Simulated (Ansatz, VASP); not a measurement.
**Cr: VASP beside Ansatz**

```
CELL_PARAMETERS angstrom
14.00000 0.00000 0.00000
0.00000 14.40000 0.00000
0.00000 0.00000 14.80000
ATOMIC_POSITIONS crystal
Cr 0.50000 0.50000 0.50000
```

Alike in both runs: task single point; functional RPBE; k mesh 1 × 1 × 1; occupations fermi-dirac, width 0.01 eV; collinear spin.

```csv
,VASP,Ansatz
version,VASP 6.6.1,Ansatz 0.2.0
potentials or method,"VASP PAW PBE potentials, release 64 (Cr_pv), cutoff 400 eV","plane waves (420 eV) with PAW, scalar-relativistic"
valence electrons in the cell,12,14
```

```tsv
	VASP	Ansatz	Ansatz less VASP
gap on the k mesh at the Fermi level (eV)	2.15	2.16	+0.005
net moment per atom (μB)	6.00	6.00	0.000
size of the moment on the site where the two differ most (μB)	4.60	6.00	+1.402
```

VASP's potentials were made for PBE, not for RPBE. Site moments also hang on the region over which each program counts them. VASP's potentials hold 12 valence electrons a cell and Ansatz's 14, so a difference there can come from the potentials and not from the codes.
